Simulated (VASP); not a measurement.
# Ge (I4_1/amd) in VASP: single point with PBEsol

Aim: the single point of Ge with PBEsol.

Program: VASP 6.6.1. These are calculated values, not measurements. Logs are shortened: lines on timing, memory, paths and dates and some standing lists are left out, and cuts for length are marked.

## 1. The cell of the first run

It takes space group I4_1/amd (No. 141, tetragonal). The conventional cell has a = 4.013 Å, b = 4.013 Å, c = 6.314 Å, α = 90.00°, β = 90.00°, γ = 90.00°. Ge (site symmetry -4m2) has 4 Ge at 2.55 Å within 3.4 Å.

## 2. Single point, PBEsol

INCAR reads:

```
ALGO = Normal ; EDIFF = 1E-6
ENCUT = 500 ; GGA = PS
GGA_COMPAT = False ; ISIF = 2
ISMEAR = 1 ; LASPH = True
LCHARG = True ; LELF = True
LREAL = False ; LVHAR = True
LWAVE = False ; NBANDS = 21
NELM = 120 ; PREC = Accurate
SIGMA = 0.15
```

KPOINTS reads:

```
k-points
0
Gamma
  18 18 18
```

POSCAR reads:

```
Ge
1.0
    0.0000000000      2.8378807263      3.1571423080
    2.8378807263      0.0000000000      3.1571423080
    2.8378807263      2.8378807263      0.0000000000
Ge
2
Direct
    0.5000000000      0.5000000000      0.5000000000
    0.7500000000      0.7500000000      0.7500000000
```

Potentials or basis: VASP PAW PBE potentials, release 64 (Ge_d).

Started as:

```bash
$ cat potpaw_PBE.64/Ge_d/POTCAR > POTCAR
$ mpirun -np 1 vasp_std > vasp.out
```

OUTCAR:

```text
EDIFF = 1E-6
   ENCUT = 500
   GGA = PS
   ISIF = 2
   ISMEAR = 1
   LASPH = True
   LREAL = False
   NELM = 120
   PREC = Accurate

 ion  position               nearest neighbor table
   1  0.500  0.500  0.500-   2 2.55   2 2.55   2 2.55   2 2.55
   2  0.750  0.750  0.750-   1 2.55   1 2.55   1 2.55   1 2.55

  LATTYP: Found a body centered tetragonal cell.
 ALAT       =     4.0133694115
 C/A-ratio  =     1.5733125881

  Lattice vectors:

 A1 = (  -2.8378807263,   0.0000000000,   3.1571423080)
 A2 = (   2.8378807263,   0.0000000000,   3.1571423080)
 A3 = (   0.0000000000,   2.8378807263,  -3.1571423080)

Analysis of symmetry for initial positions (statically):
=====================================================================
 Subroutine PRICEL returns:
 Original cell was already a primitive cell.

 Routine SETGRP: Setting up the symmetry group for a
 body centered tetragonal supercell.

 Subroutine GETGRP returns: Found 16 space group operations
 (whereof  8 operations were pure point group operations)
 out of a pool of 16 trial point group operations.

The static configuration has the point symmetry D_2d.
 The point group associated with its full space group is D_4h.

Analysis of symmetry for dynamics (positions and initial velocities):
=====================================================================
 Subroutine PRICEL returns:
 Original cell was already a primitive cell.

 Routine SETGRP: Setting up the symmetry group for a
 body centered tetragonal supercell.

 Subroutine GETGRP returns: Found 16 space group operations
 (whereof  8 operations were pure point group operations)
 out of a pool of 16 trial point group operations.

The dynamic configuration has the point symmetry D_2d.
 The point group associated with its full space group is D_4h.

 Subroutine INISYM returns: Found 16 space group operations
 (whereof  8 operations are pure point group operations),
 and found     1 'primitive' translations

----------------------------------------------------------------------------------------

                                     Primitive cell

  volume of cell :      50.8525

  direct lattice vectors                    reciprocal lattice vectors
     0.000000000  2.837880726  3.157142308    -0.176187813  0.176187813  0.158371068
     2.837880726  0.000000000  3.157142308     0.176187813 -0.176187813  0.158371068
     2.837880726  2.837880726  0.000000000     0.176187813  0.176187813 -0.158371068

  length of vectors
[... 81 lines left out ...]
   NELM   =    120;   NELMIN=  2; NELMDL= -5     # of ELM steps
   EDIFF  = 0.1E-05   stopping-criterion for ELM
   LREAL  =      F    real-space projection
   EDIFFG = 0.1E-04   stopping-criterion for IOM
   NSW    =      0    number of steps for IOM
   IBRION =     -1    ionic relax: 0-MD 1-quasi-New 2-CG
   NFREE  =      0    steps in history (QN), initial steepest desc. (CG)
   ISIF   =      2    stress and relaxation
   ISYM   =      2    0-nonsym 1-usesym 2-fastsym
   POTIM  = 0.5000    time-step for ionic-motion
   TEBEG  =    0.0;   TEEND  =   0.0 temperature during run
   PSTRESS=    0.0 pullay stress
   NELECT =      28.0000    total number of electrons
   NUPDOWN=      -1.0000    fix difference up-down
   EMIN   =  10.00;   EMAX   =-10.00  energy-range for DOS
   EFERMI =   0.00;   METHOD = LEGACY
   ISMEAR =     1;   SIGMA  =   0.15  broadening in eV -4-tet -1-fermi 0-gaus
   EFERMI_NEDOS =   21; number of points for ismear=-14 and -15
   IALGO  =     38    algorithm
   IMIX   =      4    mixing-type and parameters
     AMIX     =   0.40;   BMIX     =  1.00
     AMIX_MAG =   1.60;   BMIX_MAG =  1.00
  volume/ion in A,a.u.               =      25.43       171.58
  Fermi-wavevector in a.u.,A,eV,Ry     =   1.341807  2.535647 24.496553  1.800446
  Thomas-Fermi vector in A             =   2.470011
   LORBIT       =      0    0 simple, 1 ext, 2 COOP (PROOUT), +10 PAW based schemes
   GGA     = PS    functional components
   LHFCALC =     F    Hartree Fock is set to
   AEXX    =    0.0000 exact exchange contribution
   IVDW    =     0    specifies the selected vdW correction
   LEPSILON=     F    determine dielectric tensor
   LRPA    =     F    only Hartree local field effects (RPA)
 non-spin polarized calculation
 Methfessel and Paxton  Order N= 1 SIGMA  =   0.15
  energy-cutoff  :      500.00
  volume of cell :       50.85
 maximum number of plane-waves:      1312
   NGX = 15   NGY = 15   NGZ = 15

 number of electron      27.9999992 magnetization

 Free energy of the ion-electron system (eV)
  ---------------------------------------------------
  ext. energy  EPLUGINS =         0.00000000
  ---------------------------------------------------
  free energy    TOTEN  =        -9.69263229 eV

  energy without entropy =       -9.69279642  energy(sigma->0) =       -9.69268700

 E-fermi :   3.8372     XC(G=0):  -9.6035

 val. band max:        3.7914401739   @ k =  -0.1667   0.0556   0.0000
 cond. band min:       3.8532035357   @ k =   0.0556   0.0000   0.0556
 fundamental gap:      0.0617633618
 Fermi energy:         3.8371849088

 k-point     1 :       0.0000    0.0000    0.0000
  band No.  band energies     occupation
      1     -20.8356      2.00000
      2     -20.8356      2.00000
      3     -20.8223      2.00000
      4     -20.8032      2.00000
      5     -20.8027      2.00000
      6     -20.6747      2.00000
[... 565 lines left out ...]
     20      11.8399      0.00000
     21      12.5230      0.00000

 [... further k-points ...]

------------------------ aborting loop because EDIFF is reached ----------------------------------------

  FORCE on cell =-STRESS in cart. coord.  units (eV):
  Direction    XX          YY          ZZ          XY          YZ          ZX
  --------------------------------------------------------------------------------------
  -------------------------------------------------------------------------------------
  Total       -1.0522896     -1.0522896     -3.4447544      0.0000000      0.0000000      0.0000000
  in kB      -33.1538090    -33.1538090   -108.5316522      0.0000000      0.0000000      0.0000000
  external PRESSURE =     -58.2797567 kB  Pullay stress =       0.0000000 kB

 VOLUME and BASIS-vectors are now :
 -----------------------------------------------------------------------------
  energy-cutoff  :      500.00
  volume of cell :       50.85
      direct lattice vectors                 reciprocal lattice vectors
     0.000000000  2.837880726  3.157142308    -0.176187813  0.176187813  0.158371068
     2.837880726  0.000000000  3.157142308     0.176187813 -0.176187813  0.158371068
     2.837880726  2.837880726  0.000000000     0.176187813  0.176187813 -0.158371068

 POSITION                                       TOTAL-FORCE (eV/Angst)
 -----------------------------------------------------------------------------------
      2.83788      2.83788      3.15714        -0.000000     -0.000000     -0.000000
      4.25682      4.25682      4.73571         0.000000      0.000000      0.000000
 -----------------------------------------------------------------------------------
    total drift:                               -0.000000     -0.000000      0.000000

  FREE ENERGIE OF THE ION-ELECTRON SYSTEM (eV)
  ---------------------------------------------------
  free  energy   TOTEN  =        -9.6926322942 eV

  energy  without entropy=       -9.6927964183  energy(sigma->0) =       -9.69268700
```

OSZICAR:

```text
N       E                     dE             d eps       ncg     rms          rms(c)
DAV:   1     0.192516549314E+03    0.19252E+03   -0.14456E+04 22430   0.341E+03
DAV:   2     0.190763421348E+02   -0.17344E+03   -0.16816E+03 20245   0.611E+02
DAV:   3    -0.880318295574E+01   -0.27880E+02   -0.27696E+02 23545   0.144E+02
DAV:   4    -0.978062870023E+01   -0.97745E+00   -0.97699E+00 22470   0.317E+01
DAV:   5    -0.979740455365E+01   -0.16776E-01   -0.16775E-01 23200   0.467E+00    0.272E+00
DAV:   6    -0.972637820389E+01    0.71026E-01   -0.29903E-02 27212   0.234E+00    0.155E+00
DAV:   7    -0.969175048523E+01    0.34628E-01   -0.43402E-02 23611   0.234E+00    0.142E-01
DAV:   8    -0.969248413958E+01   -0.73365E-03   -0.61427E-03 22007   0.113E+00    0.505E-02
DAV:   9    -0.969261174786E+01   -0.12761E-03   -0.20529E-04 23095   0.182E-01    0.123E-02
DAV:  10    -0.969263130337E+01   -0.19556E-04   -0.25425E-05 25048   0.447E-02    0.502E-03
DAV:  11    -0.969263229423E+01   -0.99086E-06   -0.44857E-06 27100   0.338E-02
   1 F= -.96926323E+01 E0= -.96926870E+01  d E =0.164124E-03
```

stdout:

```text
POSCAR found type information on POSCAR Ge
 POSCAR found :  1 types and       2 ions
 scaLAPACK will be used
 -----------------------------------------------------------------------------
|                                                                             |
|                                                                             |
|     You enforced a specific xc type in the INCAR file but a different       |
|     I HOPE YOU KNOW WHAT YOU ARE DOING!                                     |
|                                                                             |
 -----------------------------------------------------------------------------

 LDA part: xc-table for (Slater+PW92), standard interpolation
 POSCAR, INCAR and KPOINTS ok, starting setup
 FFT: planning ... GRIDC
 FFT: planning ... GRID_SOFT
 FFT: planning ... GRID
 WAVECAR not read
 entering main loop
```

It took 8.9 min on 1 thread of Oxide Virtual Turin-like, shared host; peak memory 0.44 GiB.

What came out:

```
Free energy            : -9.6926 eV
Pressure               : -5.8 GPa
Band gap on the k mesh : zero (bands 14 and 15 overlap by 0.65 eV)
```

Caveat: the stress differs along the axes, from -11 to -3 GPa; semilocal functionals underestimate gaps, and a narrow one can read as zero; the PAW data sets were made with another functional, which shifts forces and pressure a little.

The gap in the log of VASP goes by the Fermi energy; the results here count the filled bands.